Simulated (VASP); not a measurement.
# TaN (P6/mmm) in VASP: further runs

TaN is run at these levels: r2SCAN; tasks: single point.

Program: VASP 6.6.1. These are calculated values, not measurements. Logs are shortened: lines on timing, memory, paths and dates and some standing lists are left out, and cuts for length are marked.

**1. The cell of the first run**

It takes space group P6/mmm (No. 191, hexagonal). The conventional cell has a = 5.239 Å, b = 5.239 Å, c = 2.905 Å, α = 90.00°, β = 90.00°, γ = 120.00°. Ta (site symmetry 6/mmm) has 6 N at 2.62 Å and 14 Ta at 2.90 to 3.36 Å within 3.5 Å. Ta (site symmetry -6m2) has 6 N at 2.10 Å and 5 Ta at 2.90 to 3.02 Å within 3.1 Å. N (site symmetry mmm) has 6 Ta at 2.10 to 2.62 Å and 6 N at 2.62 to 2.90 Å within 3.0 Å.

**2. Single point, r2SCAN**

POSCAR reads:

```
TaN
1.0
    5.2392842517      0.0000000000      0.0000000000
   -2.6196421259      4.5373532597      0.0000000000
    0.0000000000      0.0000000000      2.9047770792
Ta N
3 3
Direct
    0.0000000000      0.0000000000      0.0000000000
    0.3333333333      0.6666666667      0.5000000000
    0.6666666667      0.3333333333      0.5000000000
    0.5000000000      0.0000000000      0.0000000000
    0.5000000000      0.5000000000      0.0000000000
    0.0000000000      0.5000000000      0.0000000000
```

INCAR.step1 reads:

```
ALGO = Normal
EDIFF = 1E-4
ENCUT = 520
GGA = PE
ISMEAR = 0
LASPH = T
LCHARG = F
LREAL = F
LWAVE = T
NBANDS = 33
NELM = 100
PREC = Accurate
SIGMA = 0.1
```

INCAR.step2 reads:

```
ALGO = Normal
EDIFF = 1E-7
ENCUT = 520
ISIF = 2
ISMEAR = 0
ISTART = 1
LASPH = T
LCHARG = F
LMIXTAU = T
LREAL = F
LWAVE = F
METAGGA = R2SCAN
NBANDS = 33
NELM = 100
PREC = Accurate
SIGMA = 0.1
```

KPOINTS reads:

```
k-points
0
Gamma
  12 12 12
```

Potentials or basis: VASP PAW PBE potentials, release 64 (Ta_pv, N).

On the command line:

```
cat potpaw_PBE.64/Ta_pv/POTCAR potpaw_PBE.64/N/POTCAR > POTCAR
cp INCAR.step1 INCAR
mpirun -np 1 vasp_std > vasp.out
cp INCAR.step2 INCAR
mpirun -np 1 vasp_std > vasp.out
```

OUTCAR:

```text
EDIFF = 1E-7
   ENCUT = 520
   ISIF = 2
   ISMEAR = 0
   ISTART = 1
   LASPH = T
   LREAL = F
   METAGGA = R2SCAN
   NELM = 100
   PREC = Accurate

 ion  position               nearest neighbor table
   1  0.000  0.000  0.000-   4 2.62   4 2.62   5 2.62   5 2.62   6 2.62   6 2.62   3 3.36   3 3.36
                             2 3.36   2 3.36   2 3.36   3 3.36   2 3.36   3 3.36   2 3.36   3 3.36
   2  0.333  0.667  0.500-   6 2.10   6 2.10   4 2.10   4 2.10   5 2.10   5 2.10   3 3.02   3 3.02
                             3 3.02   1 3.36   1 3.36   1 3.36   1 3.36   1 3.36   1 3.36
   3  0.667  0.333  0.500-   6 2.10   6 2.10   4 2.10   4 2.10   5 2.10   5 2.10   2 3.02   2 3.02
                             2 3.02   1 3.36   1 3.36   1 3.36   1 3.36   1 3.36   1 3.36
   4  0.500  0.000  0.000-   2 2.10   3 2.10   2 2.10   3 2.10   1 2.62   1 2.62
   5  0.500  0.500  0.000-   2 2.10   3 2.10   2 2.10   3 2.10   1 2.62   1 2.62
   6  0.000  0.500  0.000-   2 2.10   3 2.10   2 2.10   3 2.10   1 2.62   1 2.62

  LATTYP: Found a hexagonal cell.
 ALAT       =     5.2392842517
 C/A-ratio  =     0.5544225012

  Lattice vectors:

 A1 = (   5.2392842517,   0.0000000000,   0.0000000000)
 A2 = (  -2.6196421259,   4.5373532597,   0.0000000000)
 A3 = (   0.0000000000,   0.0000000000,   2.9047770792)

Analysis of symmetry for initial positions (statically):
=====================================================================
 Subroutine PRICEL returns:
 Original cell was already a primitive cell.

 Routine SETGRP: Setting up the symmetry group for a
 hexagonal supercell.

 Subroutine GETGRP returns: Found 24 space group operations
 (whereof 24 operations were pure point group operations)
 out of a pool of 24 trial point group operations.

The static configuration has the point symmetry D_6h.

Analysis of symmetry for dynamics (positions and initial velocities):
=====================================================================
 Subroutine PRICEL returns:
 Original cell was already a primitive cell.

 Routine SETGRP: Setting up the symmetry group for a
 hexagonal supercell.

 Subroutine GETGRP returns: Found 24 space group operations
 (whereof 24 operations were pure point group operations)
 out of a pool of 24 trial point group operations.

The dynamic configuration has the point symmetry D_6h.

 Subroutine INISYM returns: Found 24 space group operations
 (whereof 24 operations are pure point group operations),
 and found     1 'primitive' translations

----------------------------------------------------------------------------------------

                                     Primitive cell

  volume of cell :      69.0538

  direct lattice vectors                    reciprocal lattice vectors
     5.239284252  0.000000000  0.000000000     0.190865766  0.110196401  0.000000000
    -2.619642126  4.537353260  0.000000000     0.000000000  0.220392802  0.000000000
     0.000000000  0.000000000  2.904777079     0.000000000  0.000000000  0.344260497

  length of vectors
     5.239284252  5.239284252  2.904777079     0.220392802  0.220392802  0.344260497

  position of ions in fractional coordinates (direct lattice)
     0.000000000  0.000000000  0.000000000
     0.333333333  0.666666667  0.500000000
     0.666666667  0.333333333  0.500000000
     0.500000000  0.000000000  0.000000000
     0.500000000  0.500000000  0.000000000
     0.000000000  0.500000000  0.000000000

  ion indices of the primitive-cell ions
   primitive index   ion index
                 1           1
                 2           2
                 3           3
                 4           4
                 5           5
                 6           6

----------------------------------------------------------------------------------------

 KPOINTS: k-points

Automatic generation of k-mesh.
 Grid dimensions read from file:
 generate k-points for:   12   12   12

 Generating k-lattice:

  Cartesian coordinates                     Fractional coordinates (reciprocal lattice)
     0.015905480  0.009183033  0.000000000     0.083333333  0.000000000  0.000000000
     0.000000000  0.018366067  0.000000000     0.000000000  0.083333333  0.000000000
     0.000000000  0.000000000  0.028688375     0.000000000  0.000000000  0.083333333

  Length of vectors
     0.018366067  0.018366067  0.028688375

  Shift w.r.t. Gamma in fractional coordinates (k-lattice)
     0.000000000  0.000000000  0.000000000

 Subroutine IBZKPT returns following result:
 ===========================================

 Found    133 irreducible k-points:

 Following reciprocal coordinates:
            Coordinates               Weight
  0.000000  0.000000  0.000000      1.000000
  0.083333 -0.000000  0.000000      6.000000
  0.166667  0.000000  0.000000      6.000000
  0.250000  0.000000  0.000000      6.000000
  0.333333 -0.000000  0.000000      6.000000
  0.416667 -0.000000  0.000000      6.000000
[... 16 lines left out ...]
  0.250000  0.000000  0.083333     12.000000
  0.333333 -0.000000  0.083333     12.000000
 [... further k-points ...]
   k-points           NKPTS =    133   k-points in BZ     NKDIM =    133   number of bands    NBANDS=     33
   number of dos      NEDOS =    301   number of ions     NIONS =      6
   total plane-waves  NPLWV =  38400
   dimension x,y,z NGX =    40 NGY =   40 NGZ =   24
   dimension x,y,z NGXF=    80 NGYF=   80 NGZF=   48
   ions per type =               3   3
   NGX,Y,Z   is equivalent  to a cutoff of  12.69, 12.69, 13.74 a.u.
   NGXF,Y,Z  is equivalent  to a cutoff of  25.38, 25.38, 27.47 a.u.
 SYSTEM =  unknown system
   PREC   = accura    normal or accurate (medium, high low for compatibility)
   ISTART =      1    job   : 0-new  1-cont  2-samecut
   ICHARG =      0    charge: 1-file 2-atom 10-const
   ISPIN  =      1    spin polarized calculation?
   LNONCOLLINEAR =      F non collinear calculations
   LSORBIT =      F    spin-orbit coupling
   LASPH  =      T    aspherical Exc in radial PAW
   ENCUT  =  520.0 eV  38.22 Ry    6.18 a.u.   9.74  9.74  5.40*2*pi/ulx,y,z
   NELM   =    100;   NELMIN=  2; NELMDL=  0     # of ELM steps
   EDIFF  = 0.1E-06   stopping-criterion for ELM
   LREAL  =      F    real-space projection
   EDIFFG = 0.1E-05   stopping-criterion for IOM
   NSW    =      0    number of steps for IOM
   IBRION =     -1    ionic relax: 0-MD 1-quasi-New 2-CG
   NFREE  =      0    steps in history (QN), initial steepest desc. (CG)
   ISIF   =      2    stress and relaxation
   ISYM   =      2    0-nonsym 1-usesym 2-fastsym
   POTIM  = 0.5000    time-step for ionic-motion
   TEBEG  =    0.0;   TEEND  =   0.0 temperature during run
   PSTRESS=    0.0 pullay stress
   NELECT =      48.0000    total number of electrons
   NUPDOWN=      -1.0000    fix difference up-down
   EMIN   =  10.00;   EMAX   =-10.00  energy-range for DOS
   EFERMI =   0.00;   METHOD = LEGACY
   ISMEAR =     0;   SIGMA  =   0.10  broadening in eV -4-tet -1-fermi 0-gaus
   EFERMI_NEDOS =   21; number of points for ismear=-14 and -15
   IALGO  =     38    algorithm
   IMIX   =      4    mixing-type and parameters
     AMIX     =   0.40;   BMIX     =  1.00
     AMIX_MAG =   1.60;   BMIX_MAG =  1.00
  volume/ion in A,a.u.               =      11.51        77.67
  Fermi-wavevector in a.u.,A,eV,Ry     =   1.450194  2.740469 28.613907  2.103063
  Thomas-Fermi vector in A             =   2.567834
   LORBIT       =      0    0 simple, 1 ext, 2 COOP (PROOUT), +10 PAW based schemes
   METAGGA = R2SCAN    functional components
   LHFCALC =     F    Hartree Fock is set to
   AEXX    =    0.0000 exact exchange contribution
   IVDW    =     0    specifies the selected vdW correction
   LEPSILON=     F    determine dielectric tensor
   LRPA    =     F    only Hartree local field effects (RPA)
 non-spin polarized calculation
 Gauss-broadening in eV      SIGMA  =   0.10
  energy-cutoff  :      520.00
  volume of cell :       69.05
 maximum number of plane-waves:      1895
 NGX is ok and might be reduce to    40
   NGX = 19   NGY = 19   NGZ = 11

 number of electron      48.0000000 magnetization

 Free energy of the ion-electron system (eV)
  ---------------------------------------------------
  ext. energy  EPLUGINS =         0.00000000
  ---------------------------------------------------
  free energy    TOTEN  =      -178.41390005 eV

  energy without entropy =     -178.41067050  energy(sigma->0) =     -178.41228528

 E-fermi :   8.0780     XC(G=0): -13.9361

 val. band max:        8.0441945979   @ k =   0.0833   0.0833   0.1667
 cond. band min:       8.1002011767   @ k =   0.1667   0.0833   0.4167
 fundamental gap:      0.0560065788
 Fermi energy:         8.0780123715

 k-point     1 :       0.0000    0.0000    0.0000
  band No.  band energies     occupation
      1     -29.5954      2.00000
      2     -29.5954      2.00000
      3     -29.2073      2.00000
      4     -29.2073      2.00000
      5     -28.9695      2.00000
      6     -28.8415      2.00000
[... 25 lines left out ...]
     32      11.3351      0.00000
     33      11.3352      0.00000

 k-point     2 :       0.0833   -0.0000    0.0000
  band No.  band energies     occupation
      1     -29.6002      2.00000
      2     -29.5925      2.00000
      3     -29.2048      2.00000
      4     -29.2014      2.00000
      5     -28.9675      2.00000
      6     -28.8434      2.00000
[... 25 lines left out ...]
     32      11.3061      0.00000
     33      11.3629      0.00000
[... 754 lines left out ...]
     32      11.4686      0.00000
     33      11.7975      0.00000

 k-point    24 :       0.3333   -0.0000    0.0833
  band No.  band energies     occupation
      1     -29.6301      2.00000
      2     -29.5218      2.00000
      3     -29.2300      2.00000
      4     -29.1369      2.00000
      5     -29.0138      2.00000
      6     -28.9305      2.00000
[... 25 lines left out ...]
     32      11.7023      0.00000
     33      11.7997      0.00000

 [... further k-points ...]

------------------------ aborting loop because EDIFF is reached ----------------------------------------

  FORCE on cell =-STRESS in cart. coord.  units (eV):
  Direction    XX          YY          ZZ          XY          YZ          ZX
  --------------------------------------------------------------------------------------
  -------------------------------------------------------------------------------------
  Total        0.6669532      0.6669532      0.8162126     -0.0000000     -0.0000000      0.0000000
  in kB       15.4745695     15.4745695     18.9376698     -0.0000000     -0.0000000      0.0000000
  external PRESSURE =      16.6289363 kB  Pullay stress =       0.0000000 kB

 VOLUME and BASIS-vectors are now :
 -----------------------------------------------------------------------------
  energy-cutoff  :      520.00
  volume of cell :       69.05
      direct lattice vectors                 reciprocal lattice vectors
     5.239284252  0.000000000  0.000000000     0.190865766  0.110196401  0.000000000
    -2.619642126  4.537353260  0.000000000     0.000000000  0.220392802  0.000000000
     0.000000000  0.000000000  2.904777079     0.000000000  0.000000000  0.344260497

 POSITION                                       TOTAL-FORCE (eV/Angst)
 -----------------------------------------------------------------------------------
      0.00000      0.00000      0.00000         0.000000      0.000000     -0.000000
     -0.00000      3.02490      1.45239        -0.000000     -0.000000      0.000000
      2.61964      1.51245      1.45239         0.000000      0.000000     -0.000000
      2.61964      0.00000      0.00000         0.000000      0.000000     -0.000000
      1.30982      2.26868      0.00000         0.000000      0.000000     -0.000000
     -1.30982      2.26868      0.00000         0.000000      0.000000     -0.000000
 -----------------------------------------------------------------------------------
    total drift:                               -0.000000      0.000000     -0.000000

  FREE ENERGIE OF THE ION-ELECTRON SYSTEM (eV)
  ---------------------------------------------------
  free  energy   TOTEN  =      -178.4139000537 eV

  energy  without entropy=     -178.4106704973  energy(sigma->0) =     -178.41228528
```

Wall time 7.1 min (1 thread of Intel Xeon 6975P-C (Granite Rapids), shared host); peak memory 0.37 GiB.

Results:

```yaml
Free_energy: -178.4139 eV
Pressure: 1.7 GPa
Band_gap_on_the_k_mesh: zero (bands 24 and 25 overlap by 2.22 eV)
```

Caveat: the PAW data sets were made with another functional, which shifts forces and pressure a little; spin-orbit coupling is left out, which moves the levels of the heavy elements.

**3. Single point, r2SCAN (biaxial strain in the a-b plane: -6.0 %)**

Changes to POSCAR since step 2:

```diff
@@ -2,5 +2,5 @@
 1.0
-    5.2392842517      0.0000000000      0.0000000000
-   -2.6196421259      4.5373532597      0.0000000000
-    0.0000000000      0.0000000000      2.9047770792
+    4.9249271972      0.0000000000      0.0000000000
+   -2.4624635986      4.2651120646      0.0000000000
+    0.0000000000      0.0000000000      3.0093490525
 Ta N
```

INCAR.step1 reads:

```
SYSTEM = TaN
PREC = Accurate ; ENCUT = 520
ISMEAR = 0 ; SIGMA = 0.1
LREAL = .False. ; LASPH = .True.
NELM = 60 ; NBANDS = 33
GGA = PE ; ALGO = Normal
EDIFF = 1E-4 ; LWAVE = .True.
LCHARG = .False.
```

INCAR.step2 reads:

```
SYSTEM = TaN
PREC = Accurate ; ENCUT = 520
EDIFF = 1E-7 ; ISMEAR = 0
SIGMA = 0.1 ; LREAL = .False.
LASPH = .True. ; NELM = 60
ALGO = Normal ; ISIF = 2
LWAVE = .False. ; LCHARG = .True.
METAGGA = R2SCAN ; LMIXTAU = .True.
LELF = .True. ; LVHAR = .True.
NBANDS = 33 ; ISTART = 1
```

KPOINTS reads:

```
Automatic mesh
0
Gamma
  12 12 12
  0 0 0
```

Potentials or basis: VASP PAW PBE potentials, release 64 (Ta_pv, N).

On the command line:

```
cat potpaw_PBE.64/Ta_pv/POTCAR potpaw_PBE.64/N/POTCAR > POTCAR
cp INCAR.step1 INCAR
mpirun -np 1 vasp_std > vasp.out
cp INCAR.step2 INCAR
mpirun -np 1 vasp_std > vasp.out
```

It took 6.8 min on 1 thread of Intel Xeon 6975P-C (Granite Rapids), shared host; peak memory 0.36 GiB.

The run converged. Its results:

- Free energy: -177.5102 eV
- Pressure: 27.7 GPa
- Band gap on the k mesh: zero (bands 24 and 25 overlap by 1.30 eV)

Stress tensor (GPa, compression positive):
```
37.41  0.00  0.00
 0.00 37.41  0.00
 0.00  0.00  8.26
```

Levels at points of the mesh, in eV from the Fermi level:
| k point | band 21 | band 22 | band 23 | band 24 | band 25 | band 26 | band 27 | band 28 |
| --- | --- | --- | --- | --- | --- | --- | --- | --- |
| (0.00, 0.00, 0.00) | -2.67 | -2.40 | -1.58 | -1.08 | -1.08 | 0.16 | 0.16 | 2.36 |
| (0.50, 0.00, 0.00) | -3.94 | -2.46 | -1.77 | -0.18 | 1.69 | 1.89 | 1.92 | 1.96 |
| (0.00, 0.00, 0.50) | -2.83 | -2.83 | -1.92 | 0.22 | 1.17 | 1.17 | 2.71 | 3.29 |
| (0.50, 0.00, 0.50) | -3.67 | -3.46 | -2.92 | -1.16 | 1.31 | 1.77 | 2.28 | 2.76 |

Caveat: the cell differs from its parent crystal (biaxial strain in the a-b plane: -6.0 %); the cell stands under pressure; the PAW data sets were made with another functional, which shifts forces and pressure a little; spin-orbit coupling is left out, which moves the levels of the heavy elements.

**4. Single point, r2SCAN (biaxial strain in the a-b plane: -6.0 %, then relaxed in part)**

Changes to POSCAR since step 3:

```diff
@@ -4,3 +4,3 @@
    -2.4624635986      4.2651120646      0.0000000000
-    0.0000000000      0.0000000000      3.0093490525
+    0.0000000000      0.0000000000      3.0309660130
 Ta N
```

INCAR.step1 reads:

```
SYSTEM = TaN
PREC     = Accurate       ! precision mode
ENCUT    = 520            ! plane-wave cutoff, eV
ISMEAR   = 0              ! smearing method
SIGMA    = 0.1            ! smearing width, eV
LREAL    = .False.        ! projectors in reciprocal space
LASPH    = .True.         ! aspherical terms in the spheres
NELM     = 60             ! most SCF steps
NBANDS   = 33             ! bands
GGA      = PE             ! functional
ALGO     = Normal         ! electronic algorithm
EDIFF    = 1E-4           ! SCF threshold, eV
LWAVE    = .True.         ! write WAVECAR
LCHARG   = .False.        ! write CHGCAR
```

INCAR.step2 reads:

```
SYSTEM = TaN
PREC     = Accurate       ! precision mode
ENCUT    = 520            ! plane-wave cutoff, eV
EDIFF    = 1E-6           ! SCF threshold, eV
ISMEAR   = 0              ! smearing method
SIGMA    = 0.1            ! smearing width, eV
LREAL    = .False.        ! projectors in reciprocal space
LASPH    = .True.         ! aspherical terms in the spheres
NELM     = 60             ! most SCF steps
ALGO     = Normal         ! electronic algorithm
ISIF     = 2              ! what is computed and relaxed
LWAVE    = .False.        ! write WAVECAR
LCHARG   = .True.         ! write CHGCAR
METAGGA  = R2SCAN         ! meta-GGA
LMIXTAU  = .True.       
LELF     = .True.         ! ELF
LVHAR    = .True.       
NBANDS   = 33             ! bands
ISTART   = 1
```

KPOINTS reads:

```
regular mesh
0
Gamma
  12 12 12
  0 0 0
```

On the command line:

```
cat potpaw_PBE.64/Ta_pv/POTCAR potpaw_PBE.64/N/POTCAR > POTCAR
cp INCAR.step1 INCAR
mpirun -np 1 vasp_std > vasp.out
cp INCAR.step2 INCAR
mpirun -np 1 vasp_std > vasp.out
```

Run time: 7 min. Hardware: 1 thread of Intel Xeon 6975P-C (Granite Rapids), shared host; peak memory 0.36 GiB.

Results (log left out):

```
Free energy            : -177.5259 eV
Pressure               : 24.1 GPa
Band gap on the k mesh : zero (bands 24 and 25 overlap by 1.19 eV)
```

Stress tensor (GPa, compression positive):
```
34.83  0.00  0.00
 0.00 34.83  0.00
 0.00  0.00  2.57
```

Levels at points of the mesh, in eV from the Fermi level:
```tsv
k point	band 22	band 23	band 24	band 25	band 26	band 27
(0.00, 0.00, 0.00)	-2.34	-1.53	-1.07	-1.07	0.09	0.09
(0.50, 0.00, 0.00)	-2.38	-1.78	-0.17	1.60	1.79	1.87
(0.00, 0.00, 0.50)	-2.75	-1.88	0.09	1.15	1.15	2.68
(0.50, 0.00, 0.50)	-3.40	-2.96	-1.13	1.31	1.74	2.14
```

Caveat: the cell differs from its parent crystal (biaxial strain in the a-b plane: -6.0 %, then relaxed in part); the cell stands under pressure; the PAW data sets were made with another functional, which shifts forces and pressure a little; spin-orbit coupling is left out, which moves the levels of the heavy elements.

**5. Summary**

```tsv
cell	gap on the mesh (eV)	pressure (GPa)
a = 5.239, b = 5.239, c = 2.905 Å, angles 90.0, 90.0, 120.0°, 6 atoms	none	1.7
a = 4.925, b = 4.925, c = 3.009 Å, angles 90.0, 90.0, 120.0°, 6 atoms	none	27.7
a = 4.925, b = 4.925, c = 3.031 Å, angles 90.0, 90.0, 120.0°, 6 atoms	none	24.1
```

Alike in all rows: task single point; level r2SCAN; potentials or basis VASP PAW PBE potentials, release 64 (Ta_pv, N); no spin polarisation; k mesh 12 × 12 × 12; cutoff (eV) 520; smearing gaussian 0.1 eV.

Caveats: the PAW data sets were made with another functional, which shifts forces and pressure a little; spin-orbit coupling is left out, which moves the levels of the heavy elements; the cell stands under pressure (at least some runs).

Total energies depend on the potentials used, so only differences within one code and one set of settings carry meaning.
